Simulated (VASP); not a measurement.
The system is TiO2.

```
CELL_PARAMETERS angstrom
4.59984 0.00000 0.00000
0.00000 4.59984 0.00000
0.00000 0.00000 2.95921
ATOMIC_POSITIONS crystal
Ti 0.00000 0.00000 0.50000
Ti 0.50000 0.50000 0.00000
O 0.30432 0.30432 0.50000
O 0.19568 0.80432 0.00000
O 0.80432 0.19568 0.00000
O 0.69568 0.69568 0.50000
```

Base run:

```yaml
Program: VASP 6.6.1
Functional: SVWN5
Potentials_or_basis: VASP PAW PBE potentials, release 64 (Ti_sv, O)
Cutoff: 520 eV
k_mesh: 6 × 6 × 9
Occupations: fermi-dirac, width 0.05 eV
Spin: no spin polarisation
```

Its results: band gap on the k mesh 1.75 eV; pressure -8.3 GPa.

Q: The run is repeated on the same cell with these changes: functional from SVWN5 to PBE; dispersion from none to D4. What comes out?

A: Band gap on the k mesh 1.84 eV; pressure 0.9 GPa.

Several settings changed at once.

Caveats: an odd mesh through Γ misses points on the zone boundary, where band edges can lie; the cell stands under tension (at least some runs); the PAW data sets were made with another functional, which shifts forces and pressure a little (at least some runs).
